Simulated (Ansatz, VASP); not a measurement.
AgCl in VASP and in Ansatz

```xyz
2
Lattice="3.2153 0.0000 0.0000 0.0000 3.2153 0.0000 0.0000 0.0000 3.3956" Properties=species:S:1:pos:R:3 pbc="T T T"
Ag    0.0000    0.0000    0.0000
Cl    1.6076    1.6076    1.6978
```

Change from the starting cell: biaxial_xy strain -5.3%.

Alike in both runs: task single point; functional r2SCAN; k mesh 8 × 8 × 8; no spin polarisation.

|  | VASP | Ansatz |
| --- | --- | --- |
| version | VASP 6.6.1 | Ansatz 0.2.0 |
| potentials or method | VASP PAW PBE potentials, release 64 (Ag, Cl) | plane waves, PAW |
| plane-wave cutoff (eV) | 520 | 500 |
| occupations | gaussian, width 0.01 eV | fixed |
| valence electrons in the cell | 18 | 26 |

VASP gave:

```
gap on the k mesh at the Fermi level (eV)                     : 1.21
pressure (GPa)                                                : 8.2
traceless stress, the component that is largest in VASP (GPa) : -2.38
```

Problem. What did Ansatz give for the same quantities?

Solution. gap on the k mesh at the Fermi level (eV): 1.25; pressure (GPa): 8.2; traceless stress, the component that is largest in VASP (GPa): -2.42.

VASP's potentials were made for PBE, not for r2SCAN. VASP's potentials hold 18 valence electrons a cell and Ansatz's 26, so a difference there can come from the potentials and not from the codes.
